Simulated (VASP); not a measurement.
Set up this calculation in VASP 6.6.1, as the native input.

```yaml
Task: single point
Functional: HF
Potentials_or_basis: VASP PAW PBE potentials, release 64 (Mg, O)
Cutoff: 520 eV
k_mesh: 6 × 6 × 6
Occupations: gaussian, width 0.01 eV
Spin: no spin polarisation
Dipole_correction: no
Grid_for_exact_exchange_PRECFOCK: Normal
Further_INCAR_settings: ALGO = Normal; EDIFF = 1e-06; NBANDS = 11
Share_of_exact_exchange: 1
```

Crystal: MgO.

```
Mg O
1.0
     0.00000    2.10713    2.10713
     2.10713    0.00000    2.10713
     2.10713    2.10713    0.00000
Mg O
1 1
Direct
  0.00000 0.00000 0.00000
  0.50000 0.50000 0.50000
```

One way to write it, as run:

POSCAR

```
MgO
1.0
    0.0000000000      2.1071294990      2.1071294990
    2.1071294990      0.0000000000      2.1071294990
    2.1071294990      2.1071294990      0.0000000000
Mg O
1 1
Direct
    0.0000000000      0.0000000000      0.0000000000
    0.5000000000      0.5000000000      0.5000000000
```

INCAR.step1

```
ALGO     = Normal         # electronic algorithm
EDIFF    = 1E-5           # SCF threshold, eV
ENCUT    = 520            # plane-wave cutoff, eV
GGA      = PE             # functional
ISIF     = 2              # what is computed and relaxed
ISMEAR   = 0              # smearing method
LASPH    = True           # aspherical terms in the spheres
LCHARG   = False          # write CHGCAR
LREAL    = False          # projectors in reciprocal space
LWAVE    = True           # write WAVECAR
NBANDS   = 11             # bands
NELM     = 60             # most SCF steps
PREC     = Accurate       # precision mode
SIGMA    = 0.01           # smearing width, eV
```

INCAR.step2

```
AEXX     = 1.0            # exact-exchange fraction
AGGAC    = 0.0          
ALDAC    = 0.0          
ALGO     = Normal         # electronic algorithm
EDIFF    = 1E-6           # SCF threshold, eV
ENCUT    = 520            # plane-wave cutoff, eV
GGA      = PE             # functional
ISIF     = 2              # what is computed and relaxed
ISMEAR   = 0              # smearing method
ISTART   = 1            
LASPH    = True           # aspherical terms in the spheres
LCHARG   = False          # write CHGCAR
LHFCALC  = True           # exact exchange
LREAL    = False          # projectors in reciprocal space
LWAVE    = False          # write WAVECAR
NBANDS   = 11             # bands
NELM     = 60             # most SCF steps
PREC     = Accurate       # precision mode
PRECFOCK = Normal       
SIGMA    = 0.01           # smearing width, eV
```

KPOINTS

```
k-points
0
Gamma
  6 6 6
```

Potentials or basis: VASP PAW PBE potentials, release 64 (Mg, O).

Run with:

```sh
$ cat potpaw_PBE.64/Mg/POTCAR potpaw_PBE.64/O/POTCAR > POTCAR
$ cp INCAR.step1 INCAR
$ mpirun -np 1 vasp_std > vasp.out
$ cp INCAR.step2 INCAR
$ mpirun -np 1 vasp_std > vasp.out
```

Results of the run:

```yaml
Pressure: -3.0 GPa
Band_gap_on_the_k_mesh: 15.48 eV
```

Caveat: the k points lie up to 0.43 Å⁻¹ apart; the PAW data sets were made with another functional, which shifts forces and pressure a little.

Run time: 7.1 min on 1 thread of AMD EPYC 7R13 Processor (Zen 3) (shared host), peak memory 0.12 GiB.
